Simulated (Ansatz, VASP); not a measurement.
## Ti in VASP and in Ansatz

```xyz
2
Lattice="3.0385 0.0000 0.0000 -1.5192 2.6314 0.0000 0.0000 0.0000 4.6157" Properties=species:S:1:pos:R:3 pbc="T T T"
Ti    0.0000    1.7543    1.1539
Ti    1.5192    0.8771    3.4618
```

Change from the starting cell: strain +0.030 along x and y, -0.015 along z, atoms carried along.

Alike in both runs: task single point; functional PBEsol; k mesh 18 × 18 × 10; occupations gaussian, width 0.15 eV; no spin polarisation.

```csv
,VASP,Ansatz
version,VASP 6.6.1,Ansatz 0.2.0
potentials or method,"VASP PAW PBE potentials, release 64 (Ti_sv), cutoff 520 eV","scalar-relativistic, plane waves, PAW"
valence electrons in the cell,24,24
```

```csv
,VASP,Ansatz,Ansatz less VASP
gap on the k mesh at the Fermi level (eV),none,none,-
pressure (GPa),-9.9,-9.7,+0.15
"traceless stress, the component that is largest in VASP (GPa)",2.41,2.43,+0.019
```

VASP's potentials were made for PBE, not for PBEsol. A gap of «none» marks a metal or a gap that the smearing closes.
